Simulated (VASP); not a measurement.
Input of a VASP 6.6.1 run:

File INCAR:

```
SYSTEM = CdF2
ALGO = Normal ; EDIFF = 1E-6
ENCUT = 520 ; ISIF = 2
ISMEAR = 0 ; LASPH = .True.
LCHARG = .True. ; LELF = .True.
LREAL = .False. ; LVHAR = .True.
LWAVE = .False. ; NBANDS = 20
NELM = 60 ; PREC = Accurate
SIGMA = 0.05
```

KPOINTS

```
k-points
0
Gamma
  8 8 8
  0 0 0
```

Contents of POSCAR:

```
CdF2
1.0
    0.0000000000      2.6940000000      2.6940000000
    3.0981000000      0.0000000000      2.6940000000
    3.0981000000      2.6940000000      0.0000000000
Cd F
1 2
Direct
    0.0000000000      0.0000000000      0.0000000000
    0.2500000000      0.2500000000      0.2500000000
    0.7500000000      0.7500000000      0.7500000000
```

Potentials or basis: VASP PAW LDA potentials, release 64 (Cd, F).

Command:

```console
$ cat potpaw_LDA.64/Cd/POTCAR potpaw_LDA.64/F/POTCAR > POTCAR
$ mpirun -np 1 vasp_std > vasp.out
```

Problem. Predict the pressure.

Solution. -14.9 GPa.

Problem. Estimate the band gap on the k mesh.

Solution. 1.91 eV, indirect (least direct gap 2.44 eV).

Stress tensor (GPa, compression positive):
```
-24.52   0.00   0.00
  0.00 -10.08   0.00
  0.00   0.00 -10.08
```

Caveat: the cell differs from its parent crystal (strain +0.1500 x Voigt [1, 0, 0, 0, 0, 0]). A k mesh can miss the band edges.
